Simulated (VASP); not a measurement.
# PbSe in VASP: further runs, part 2 of 3

VASP 6.6.1.

## Step 3: Electric field gradients, PBE

Input file INCAR:

```
PREC = Accurate
ENCUT = 520
EDIFF = 1E-8
ISMEAR = -1
SIGMA = 0.08
LREAL = False
LASPH = True
NELM = 60
ALGO = Normal
ISIF = 2
LWAVE = False
LCHARG = False
GGA = PE
LEFG = True
NBANDS = 28
```

Input file KPOINTS:

```
Automatic mesh
0
Gamma
  8 8 5
```

Input file POSCAR:

```
PbSe
1.0
    5.2170042374      0.0000000000      0.0000000000
   -2.6085021187      4.5180582012      0.0000000000
    0.0000000000      0.0000000000      6.2379148005
Pb Se
2 2
Direct
    0.3333333333      0.6666666667     -0.0620209164
    0.6666666667      0.3333333333      0.4379790836
    0.3333333333      0.6666666667      0.4380209164
    0.6666666667      0.3333333333      0.9380209164
```

Potentials or basis: VASP PAW PBE potentials, release 64 (Pb_d, Se).

Command:

```bash
cat potpaw_PBE.64/Pb_d/POTCAR potpaw_PBE.64/Se/POTCAR > POTCAR
mpirun -np 1 vasp_std > vasp.out
```

OUTCAR:

```text
PREC = Accurate
   ENCUT = 520
   EDIFF = 1E-8
   ISMEAR = -1
   LREAL = False
   LASPH = True
   NELM = 60
   ISIF = 2
   GGA = PE

 ion  position               nearest neighbor table
   1  0.333  0.667  0.938-   4 3.01   4 3.01   4 3.01   3 3.12   3 3.12
   2  0.667  0.333  0.438-   3 3.01   3 3.01   3 3.01   4 3.12   4 3.12
   3  0.333  0.667  0.438-   2 3.01   2 3.01   2 3.01   1 3.12   1 3.12
   4  0.667  0.333  0.938-   1 3.01   1 3.01   1 3.01   2 3.12   2 3.12

  LATTYP: Found a hexagonal cell.
 ALAT       =     5.2170042374
 C/A-ratio  =     1.1956890423

  Lattice vectors:

 A1 = (   5.2170042374,   0.0000000000,   0.0000000000)
 A2 = (  -2.6085021187,   4.5180582012,   0.0000000000)
 A3 = (   0.0000000000,   0.0000000000,   6.2379148005)

Analysis of symmetry for initial positions (statically):
=====================================================================
 Subroutine PRICEL returns:
 Original cell was already a primitive cell.

 Routine SETGRP: Setting up the symmetry group for a
 hexagonal supercell.

 Subroutine GETGRP returns: Found 12 space group operations
 (whereof  6 operations were pure point group operations)
 out of a pool of 24 trial point group operations.

The static configuration has the point symmetry C_3v.
 The point group associated with its full space group is C_6v.

Analysis of symmetry for dynamics (positions and initial velocities):
=====================================================================
 Subroutine PRICEL returns:
 Original cell was already a primitive cell.

 Routine SETGRP: Setting up the symmetry group for a
 hexagonal supercell.

 Subroutine GETGRP returns: Found 12 space group operations
 (whereof  6 operations were pure point group operations)
 out of a pool of 24 trial point group operations.

The dynamic configuration has the point symmetry C_3v.
 The point group associated with its full space group is C_6v.

 Subroutine INISYM returns: Found 12 space group operations
 (whereof  6 operations are pure point group operations),
 and found     1 'primitive' translations

----------------------------------------------------------------------------------------

                                     Primitive cell

  volume of cell :     147.0322

  direct lattice vectors                    reciprocal lattice vectors
     5.217004237  0.000000000  0.000000000     0.191680887  0.110667012  0.000000000
    -2.608502119  4.518058201  0.000000000     0.000000000  0.221334023  0.000000000
     0.000000000  0.000000000  6.237914800     0.000000000  0.000000000  0.160309980

  length of vectors
     5.217004237  5.217004237  6.237914800     0.221334023  0.221334023  0.160309980

  position of ions in fractional coordinates (direct lattice)
     0.333333333  0.666666667  0.937979084
     0.666666667  0.333333333  0.437979084
     0.333333333  0.666666667  0.438020916
     0.666666667  0.333333333  0.938020916

  ion indices of the primitive-cell ions
   primitive index   ion index
[... 89 lines left out ...]
   EMIN   =  10.00;   EMAX   =-10.00  energy-range for DOS
   EFERMI =   0.00;   METHOD = LEGACY
   ISMEAR =    -1;   SIGMA  =   0.08  broadening in eV -4-tet -1-fermi 0-gaus
   EFERMI_NEDOS =   21; number of points for ismear=-14 and -15
   IALGO  =     38    algorithm
   IMIX   =      4    mixing-type and parameters
     AMIX     =   0.40;   BMIX     =  1.00
     AMIX_MAG =   1.60;   BMIX_MAG =  1.00
  volume/ion in A,a.u.               =      36.76       248.06
  Fermi-wavevector in a.u.,A,eV,Ry     =   1.060777  2.004577 15.309921  1.125247
  Thomas-Fermi vector in A             =   2.196170
   LORBIT       =      0    0 simple, 1 ext, 2 COOP (PROOUT), +10 PAW based schemes
   GGA     = PE    functional components
   LHFCALC =     F    Hartree Fock is set to
   AEXX    =    0.0000 exact exchange contribution
   IVDW    =     0    specifies the selected vdW correction
   LEPSILON=     F    determine dielectric tensor
   LRPA    =     F    only Hartree local field effects (RPA)
 non-spin polarized calculation
  energy-cutoff  :      520.00
  volume of cell :      147.03
 maximum number of plane-waves:      3990
 NGX is ok and might be reduce to    40
   NGX = 19   NGY = 19   NGZ = 23

 number of electron      39.9999996 magnetization

 Free energy of the ion-electron system (eV)
  ---------------------------------------------------
  ext. energy  EPLUGINS =         0.00000000
  ---------------------------------------------------
  free energy    TOTEN  =       -16.09130599 eV

  energy without entropy =      -16.09128505  energy(sigma->0) =      -16.09129552

 E-fermi :   3.4550     XC(G=0):  -8.1288

 val. band max:        2.6899093716   @ k =   0.3750   0.2500   0.4000
 cond. band min:       4.3007633606   @ k =   0.2500   0.1250   0.4000
 fundamental gap:      1.6108539890
 Fermi energy:         3.4549713334

 k-point     1 :       0.0000    0.0000    0.0000
  band No.  band energies     occupation
      1     -13.9298      2.00000
      2     -13.8643      2.00000
      3     -13.8643      2.00000
      4     -13.8636      2.00000
      5     -13.8636      2.00000
      6     -13.8578      2.00000
[... 733 lines left out ...]
     27       9.6190      0.00000
     28       9.8650      0.00000

 [... further k-points ...]

------------------------ aborting loop because EDIFF is reached ----------------------------------------

  FORCE on cell =-STRESS in cart. coord.  units (eV):
  Direction    XX          YY          ZZ          XY          YZ          ZX
  --------------------------------------------------------------------------------------
  -------------------------------------------------------------------------------------
  Total       -0.0149845     -0.0149845     -0.0167891      0.0000000      0.0000000      0.0000000
  in kB       -0.1632828     -0.1632828     -0.1829467      0.0000000      0.0000000      0.0000000
  external PRESSURE =      -0.1698374 kB  Pullay stress =       0.0000000 kB

 VOLUME and BASIS-vectors are now :
 -----------------------------------------------------------------------------
  energy-cutoff  :      520.00
  volume of cell :      147.03
      direct lattice vectors                 reciprocal lattice vectors
     5.217004237  0.000000000  0.000000000     0.191680887  0.110667012  0.000000000
    -2.608502119  4.518058201  0.000000000     0.000000000  0.221334023  0.000000000
     0.000000000  0.000000000  6.237914800     0.000000000  0.000000000  0.160309980

 POSITION                                       TOTAL-FORCE (eV/Angst)
 -----------------------------------------------------------------------------------
     -0.00000      3.01204      5.85103        -0.000000      0.000000      0.000081
      2.60850      1.50602      2.73208         0.000000     -0.000000      0.000081
     -0.00000      3.01204      2.73234         0.000000     -0.000000     -0.000081
      2.60850      1.50602      5.85129        -0.000000      0.000000     -0.000081
 -----------------------------------------------------------------------------------
    total drift:                               -0.000000      0.000000      0.000069

  FREE ENERGIE OF THE ION-ELECTRON SYSTEM (eV)
  ---------------------------------------------------
  free  energy   TOTEN  =       -16.0913059924 eV

  energy  without entropy=      -16.0912850473  energy(sigma->0) =      -16.09129552

 Electric field gradients (V/A^2)
---------------------------------------------------------------------
 ion       V_xx      V_yy      V_zz      V_xy      V_xz      V_yz
---------------------------------------------------------------------
   1     -15.374   -15.374    30.748     0.000     0.000    -0.000
   2     -15.374   -15.374    30.748     0.000    -0.000     0.000
   3       4.499     4.499    -8.999     0.000     0.000    -0.000
   4       4.499     4.499    -8.999     0.000    -0.000     0.000
---------------------------------------------------------------------

 Electric field gradients after diagonalization (V/A^2)
 (convention: |V_zz| > |V_xx| > |V_yy|)
----------------------------------------------------------------------
 ion       V_xx      V_yy      V_zz     asymmetry (V_yy - V_xx)/ V_zz
----------------------------------------------------------------------
   1     -15.374   -15.373    30.748       0.000
   2     -15.374   -15.373    30.748       0.000
   3       4.499     4.499    -8.999       0.000
   4       4.499     4.499    -8.999       0.000
----------------------------------------------------------------------

           NMR quadrupolar parameters

 Cq : quadrupolar parameter    Cq=e*Q*V_zz/h
 eta: asymmetry parameters     (V_yy - V_xx)/ V_zz
 Q  : nuclear electric quadrupole moment in mb (millibarn)
----------------------------------------------------------------------
 ion       Cq(MHz)       eta       Q (mb)
----------------------------------------------------------------------
   1       0.074       0.000       1.000
   2       0.074       0.000       1.000
   3      -0.022       0.000       1.000
   4      -0.022       0.000       1.000
----------------------------------------------------------------------
```

OSZICAR:

```text
N       E                     dE             d eps       ncg     rms          rms(c)
DAV:   1     0.403626809006E+03    0.40363E+03   -0.18270E+04  1680   0.140E+03
DAV:   2     0.289988828626E+02   -0.37463E+03   -0.36410E+03  1708   0.370E+02
DAV:   3    -0.148195899326E+02   -0.43818E+02   -0.42870E+02  2196   0.146E+02
DAV:   4    -0.168010786610E+02   -0.19815E+01   -0.19733E+01  1940   0.356E+01
DAV:   5    -0.168744128756E+02   -0.73334E-01   -0.73324E-01  2164   0.713E+00    0.406E+00
DAV:   6    -0.160883760177E+02    0.78604E+00   -0.18780E+00  2348   0.732E+00    0.211E+00
DAV:   7    -0.160812276884E+02    0.71483E-02   -0.36647E-01  1760   0.228E+00    0.131E+00
DAV:   8    -0.160940648102E+02   -0.12837E-01   -0.56416E-02  2044   0.198E+00    0.470E-01
DAV:   9    -0.160899187251E+02    0.41461E-02   -0.12739E-02  2380   0.939E-01    0.132E-01
DAV:  10    -0.160910182331E+02   -0.10995E-02   -0.25400E-03  1976   0.247E-01    0.428E-02
DAV:  11    -0.160912704493E+02   -0.25222E-03   -0.45419E-04  1852   0.125E-01    0.134E-02
DAV:  12    -0.160912971498E+02   -0.26701E-04   -0.38994E-05  1932   0.340E-02    0.499E-03
DAV:  13    -0.160913055935E+02   -0.84438E-05   -0.15032E-05  1808   0.184E-02    0.341E-03
DAV:  14    -0.160913059418E+02   -0.34823E-06   -0.13712E-06  1972   0.844E-03    0.745E-04
DAV:  15    -0.160913059847E+02   -0.42953E-07   -0.16439E-07  1880   0.237E-03    0.337E-04
DAV:  16    -0.160913059924E+02   -0.76243E-08   -0.77719E-09  1396   0.656E-04
   1 F= -.16091306E+02 E0= -.16091296E+02  d E =-.209451E-04
```

stdout:

```text
POSCAR found type information on POSCAR PbSe
 POSCAR found :  2 types and       4 ions
 scaLAPACK will be used
 LDA part: xc-table for (Slater+PW92), standard interpolation
 POSCAR, INCAR and KPOINTS ok, starting setup
 FFT: planning ... GRIDC
 FFT: planning ... GRID_SOFT
 FFT: planning ... GRID
 WAVECAR not read
 entering main loop
ion   1

ion   2

ion   3

ion   4
```

Run time: 2.4 min. Hardware: 1 thread of Intel Xeon Platinum 8259CL at 2.50GHz (Skylake/Cascade Lake), shared host; peak memory 0.32 GiB.

What came out:

```yaml
Free_energy: -16.0913 eV
Pressure: 0.0 GPa
Band_gap_on_the_k_mesh: 1.61 eV (least direct gap 1.70 eV)
Largest_electric_field_gradient_by_atom: Pb +30.7; Se -9.0 V/Å²
```

Levels at points of the mesh, in eV from the valence-band top:
```
           k point  band 16  band 17  band 18  band 19  band 20  band 21  band 22  band 23  band 24  band 25
(0.00, 0.00, 0.00)    -2.60    -2.60    -1.43    -1.41    -1.41     1.98     1.98     3.40     3.40     4.91
(0.50, 0.00, 0.00)    -3.22    -2.42    -1.81    -1.79    -0.41     2.80     3.38     4.18     4.39     5.18
```

Electric field gradients, principal values (V/Å²):
```csv
atom,least,middle,greatest (by size)
1 Pb,-15.373,-15.374,30.748
2 Pb,-15.373,-15.374,30.748
3 Se,4.499,4.499,-8.999
4 Se,4.499,4.499,-8.999
```

Caveat: without QUAD_EFG the Cq values of the log hold for a quadrupole moment of 1 mb, not for the nuclei; spin-orbit coupling is left out, which moves the levels of the heavy elements. A k mesh can miss the band edges.

[end of part 2 of 3]
